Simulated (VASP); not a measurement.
# ZnF2 (P4_2/mnm) in VASP: notebook, part 2 of 2

VASP 6.6.1.

## (3) Phonons, r2SCAN (volume scaled by 0.985)

Contents of INCAR:

```
SYSTEM = ZnF2
PREC = Accurate
ENCUT = 660
EDIFF = 1E-8
ISMEAR = 0
SIGMA = 0.01
LREAL = .FALSE.
LASPH = .TRUE.
NELM = 120
ALGO = Normal
ISIF = 2
LWAVE = .FALSE.
LCHARG = .FALSE.
METAGGA = R2SCAN
LMIXTAU = .TRUE.
NBANDS = 35
IBRION = 6
NFREE = 2
POTIM = 0.015
NSW = 1
GGA_COMPAT = .FALSE.
KPAR = 4
```

Contents of KPOINTS:

```
Automatic mesh
0
G
  4 4 6
  0 0 0
```

Contents of POSCAR:

```
ZnF2
1.0
    4.6798365592      0.0000000000      0.0000000000
    0.0000000000      4.6798365592      0.0000000000
    0.0000000000      0.0000000000      3.1109658092
Zn F
2 4
Direct
    0.0000000000      0.0000000000      0.0000000000
    0.5000000000      0.5000000000      0.5000000000
    0.3027721138      0.3027721138      0.0000000000
    0.1972278862      0.8027721138      0.5000000000
    0.6972278862      0.6972278862      0.0000000000
    0.8027721138      0.1972278862      0.5000000000
```

Potentials or basis: VASP PAW PBE potentials, release 64 (Zn, F).

Started as:

```sh
$ cat potpaw_PBE.64/Zn/POTCAR potpaw_PBE.64/F/POTCAR > POTCAR
$ mpirun -np 4 vasp_std > vasp.out
```

OUTCAR:

```text
SYSTEM = ZnF2
   PREC = Accurate
   ENCUT = 660
   EDIFF = 1E-8
   ISMEAR = 0
   LREAL = .FALSE.
   LASPH = .TRUE.
   NELM = 120
   ISIF = 2
   METAGGA = R2SCAN
   IBRION = 6
   NFREE = 2
   POTIM = 0.015
   NSW = 1

 ion  position               nearest neighbor table
   1  0.000  0.000  0.000-   3 2.00   5 2.00   4 2.03   6 2.03   4 2.03   6 2.03
   2  0.500  0.500  0.500-   4 2.00   6 2.00   5 2.03   3 2.03   3 2.03   5 2.03
   3  0.303  0.303  0.000-   1 2.00   2 2.03   2 2.03
[... 1500 lines left out ...]
  y    -0.12197    -0.68928    -2.41042    -1.61981     0.00000     0.00000
  z     0.00000     0.00000     0.00000     0.00000    -2.19419     2.19385

 Eigenvectors and eigenvalues of the dynamical matrix
 ----------------------------------------------------

   1 f  =   16.206045 THz   101.825583 2PiTHz  540.575469 cm-1    67.022786 meV
             X         Y         Z           dx          dy          dz
      0.000000  0.000000  0.000000    -0.000000    0.000000    0.000000
      2.339918  2.339918  1.555483    -0.000000    0.000000   -0.000000
      1.416924  1.416924  0.000000    -0.353553   -0.353553   -0.000000
      0.922994  3.756842  1.555483    -0.353553    0.353553    0.000000
      3.262913  3.262913  0.000000     0.353553    0.353553   -0.000000
      3.756842  0.922994  1.555483     0.353553   -0.353553    0.000000
[... 145 lines left out ...]
  18 f/i=    0.512601 THz     3.220766 2PiTHz   17.098522 cm-1     2.119946 meV
             X         Y         Z           dx          dy          dz
      0.000000  0.000000  0.000000     0.000000    0.000000    0.539238
      2.339918  2.339918  1.555483     0.000000    0.000000    0.539238
      1.416924  1.416924  0.000000     0.000000    0.000000    0.323436
      0.922994  3.756842  1.555483    -0.000000    0.000000    0.323436
      3.262913  3.262913  0.000000    -0.000000    0.000000    0.323436
      3.756842  0.922994  1.555483     0.000000    0.000000    0.323436

 ELASTIC MODULI CONTR FROM IONIC RELAXATION (kBar)
 Direction    XX          YY          ZZ          XY          YZ          ZX
 --------------------------------------------------------------------------------
 XX        -422.9577    416.3200    -19.7220      0.0000     -0.0000     -0.0000
 YY         416.3200   -422.9577    -19.7220     -0.0000      0.0000      0.0000
 ZZ         -19.7220    -19.7220   -117.1967     -0.0000      0.0000      0.0000
 XY           0.0000     -0.0000     -0.0000    -24.1789      0.0000     -0.0000
 YZ          -0.0000      0.0000      0.0000      0.0000    -93.5569      0.0000
 ZX          -0.0000      0.0000      0.0000     -0.0000      0.0000    -93.5276
 --------------------------------------------------------------------------------
```

OSZICAR:

```text
N       E                     dE             d eps       ncg     rms          rms(c)
DAV:   1     0.655477647379E+03    0.65548E+03   -0.31383E+04  1704   0.246E+03
DAV:   2     0.268578094132E+02   -0.62862E+03   -0.58882E+03  1760   0.572E+02
DAV:   3    -0.577357583026E+02   -0.84594E+02   -0.83624E+02  1857   0.206E+02
[... 151 lines left out ...]
DAV:  12    -0.456747329250E+02   -0.14927E-07   -0.14384E-08  1686   0.123E-03    0.237E-04
DAV:  13    -0.456747329472E+02   -0.22118E-07   -0.38548E-09  1655   0.108E-03    0.143E-04
DAV:  14    -0.456747329597E+02   -0.12533E-07   -0.51966E-09  1675   0.719E-04    0.540E-05
DAV:  15    -0.456747329436E+02    0.16122E-07   -0.12023E-09  1365   0.371E-04    0.261E-05
DAV:  16    -0.456747329427E+02    0.83492E-09   -0.19379E-10  1355   0.188E-04
   9 F= -.45674733E+02 E0= -.45674733E+02  d E =-.192374E-11
```

stdout:

```text
POSCAR found type information on POSCAR ZnF
 POSCAR found :  2 types and       6 ions
 scaLAPACK will be used
 -----------------------------------------------------------------------------
|                                                                             |
|                                                                             |
|     You enforced a specific xc type in the INCAR file but a different       |
|     I HOPE YOU KNOW WHAT YOU ARE DOING!                                     |
|                                                                             |
 -----------------------------------------------------------------------------

 LDA part: xc-table for (None), standard interpolation
 POSCAR, INCAR and KPOINTS ok, starting setup
 FFT: planning ... GRIDC
 FFT: planning ... GRID_SOFT
 FFT: planning ... GRID
 WAVECAR not read
 entering main loop
 Found     4 degrees of freedom:
 Finite differences POTIM= 0.01500 DOF=   4
 bond charge predicted
 Finite differences progress:
 bond charge predicted
 Finite differences progress:
 bond charge predicted
 Finite differences progress:
 bond charge predicted
 Finite differences progress:
 bond charge predicted
 Finite differences progress:
 bond charge predicted
 Finite differences progress:
 bond charge predicted
 Finite differences progress:
 bond charge predicted
 Finite differences progress:
```

It took 8.2 min on 4 MPI ranks of Intel Xeon 6975P-C (Granite Rapids), shared host; peak memory 0.41 GiB.

What came out:

```yaml
Highest_phonon_frequency_at_Γ_LO-TO_splitting_left_out: 541 cm⁻¹
```

Phonon frequencies in cm⁻¹ (negative: imaginary):
```tsv
q point	frequencies
(0.000, 0.000, 0.000)	-17 -11 -11 23 156 159 159 246 246 251 263 263 327 365 383 416 416 541
```

Caveat: the cell differs from its parent crystal (volume scaled by 0.985); the cell wasn't relaxed at this level first, which shifts response properties; some modes are imaginary; the PAW data sets were made with another functional, which shifts forces and pressure a little.

## (4) Phonons, r2SCAN

This run uses another cell than the first one, of 11.53 Å³/atom, 0.985 times its volume.

Contents of INCAR:

```
ALGO = Normal
EDIFF = 1E-8
ENCUT = 660
GGA_COMPAT = False
IBRION = 6
ISIF = 2
ISMEAR = 0
KPAR = 4
LASPH = True
LCHARG = False
LMIXTAU = True
LREAL = False
LWAVE = False
METAGGA = R2SCAN
NELM = 120
NFREE = 2
NSW = 1
POTIM = 0.015
PREC = Accurate
SIGMA = 0.01
```

Contents of KPOINTS:

```
k-points
0
Gamma
  4 4 6
```

Contents of POSCAR:

```
ZnF2
1.0
    4.7034724984      0.0000000000      0.0000000000
    0.0000000000      4.7034724984      0.0000000000
    0.0000000000      0.0000000000      3.1266780243
Zn F
2 4
Direct
    0.0000000000      0.0000000000      0.0000000000
    0.5000000000      0.5000000000      0.5000000000
    0.3031916068      0.3031916068      0.0000000000
    0.1968083932      0.8031916068      0.5000000000
    0.6968083932      0.6968083932      0.0000000000
    0.8031916068      0.1968083932      0.5000000000
```

Potentials or basis: VASP PAW PBE potentials, release 64 (Zn, F).

Started as:

```sh
$ cat potpaw_PBE.64/Zn/POTCAR potpaw_PBE.64/F/POTCAR > POTCAR
$ mpirun -np 4 vasp_std > vasp.out
```

OUTCAR:

```text
EDIFF = 1E-8
   ENCUT = 660
   IBRION = 6
   ISIF = 2
   ISMEAR = 0
   LASPH = True
   LREAL = False
   METAGGA = R2SCAN
   NELM = 120
   NFREE = 2
   NSW = 1
   POTIM = 0.015
   PREC = Accurate

 ion  position               nearest neighbor table
   1  0.000  0.000  0.000-   3 2.02   5 2.02   4 2.04   6 2.04   4 2.04   6 2.04
   2  0.500  0.500  0.500-   4 2.02   6 2.02   5 2.04   3 2.04   3 2.04   5 2.04
   3  0.303  0.303  0.000-   1 2.02   2 2.04   2 2.04
   4  0.197  0.803  0.500-   2 2.02   1 2.04   1 2.04
   5  0.697  0.697  0.000-   1 2.02   2 2.04   2 2.04
   6  0.803  0.197  0.500-   2 2.02   1 2.04   1 2.04

  LATTYP: Found a simple tetragonal cell.
[... 1401 lines left out ...]

 Eigenvectors and eigenvalues of the dynamical matrix
 ----------------------------------------------------

   1 f  =   15.814732 THz    99.366889 2PiTHz  527.522661 cm-1    65.404445 meV
             X         Y         Z           dx          dy          dz
      0.000000  0.000000  0.000000     0.000000    0.000000    0.000000
      2.351736  2.351736  1.563339     0.000000    0.000000    0.000000
      1.426053  1.426053  0.000000     0.353553    0.353553    0.000000
      0.925683  3.777790  1.563339     0.353553   -0.353553    0.000000
      3.277419  3.277419  0.000000    -0.353553   -0.353553    0.000000
      3.777790  0.925683  1.563339    -0.353553    0.353553    0.000000
[... 145 lines left out ...]
  18 f/i=    0.442458 THz     2.780048 2PiTHz   14.758824 cm-1     1.829860 meV
             X         Y         Z           dx          dy          dz
      0.000000  0.000000  0.000000     0.569839   -0.133991   -0.000000
      2.351736  2.351736  1.563339     0.575587   -0.156644   -0.000000
      1.426053  1.426053  0.000000     0.260142   -0.046898   -0.000000
      0.925683  3.777790  1.563339     0.270506   -0.087746   -0.000000
      3.277419  3.277419  0.000000     0.260142   -0.046898   -0.000000
      3.777790  0.925683  1.563339     0.270506   -0.087746   -0.000000

 ELASTIC MODULI CONTR FROM IONIC RELAXATION (kBar)
 Direction    XX          YY          ZZ          XY          YZ          ZX
 --------------------------------------------------------------------------------
 XX         -75.7680     58.6224    -28.7011      0.0000      0.0000      0.0000
 YY          58.6224    -75.7680    -28.7011      0.0000     -0.0000     -0.0000
 ZZ         -28.7011    -28.7011    -96.0891      0.0000     -0.0000      0.0000
 XY           0.0000      0.0000      0.0000    -18.3496     -0.0000      0.0000
 YZ           0.0000     -0.0000     -0.0000     -0.0000    -71.1497      0.0000
 ZX           0.0000     -0.0000      0.0000      0.0000      0.0000    -71.1253
 --------------------------------------------------------------------------------
```

OSZICAR:

```text
N       E                     dE             d eps       ncg     rms          rms(c)
DAV:   1     0.650854027077E+03    0.65085E+03   -0.32072E+04  1488   0.275E+03
DAV:   2     0.187949098119E+02   -0.63206E+03   -0.60583E+03  1651   0.619E+02
DAV:   3    -0.583077480216E+02   -0.77103E+02   -0.76657E+02  1670   0.219E+02
[... 152 lines left out ...]
DAV:  11    -0.456864175498E+02   -0.22897E-06   -0.71714E-08  2374   0.283E-03    0.460E-04
DAV:  12    -0.456864175068E+02    0.43031E-07   -0.13297E-08  1572   0.158E-03    0.117E-04
DAV:  13    -0.456864175418E+02   -0.34974E-07   -0.48863E-09  1600   0.877E-04    0.894E-05
DAV:  14    -0.456864175086E+02    0.33160E-07   -0.21684E-09  1537   0.622E-04    0.356E-05
DAV:  15    -0.456864175110E+02   -0.23883E-08   -0.79381E-10  1453   0.298E-04
   9 F= -.45686418E+02 E0= -.45686418E+02  d E =-.194739E-27
```

It took 7.3 min on 4 MPI ranks of Intel Xeon 6975P-C (Granite Rapids), shared host; peak memory 0.37 GiB.

Results:

```yaml
Highest_phonon_frequency_at_Γ_LO-TO_splitting_left_out: 528 cm⁻¹
```

Phonon frequencies in cm⁻¹ (negative: imaginary):
| q point | frequencies |
| --- | --- |
| (0.000, 0.000, 0.000) | -15 -15 -13 53 147 162 162 238 238 251 254 254 316 353 371 400 400 528 |

Caveat: some modes are imaginary; the PAW data sets were made with another functional, which shifts forces and pressure a little.
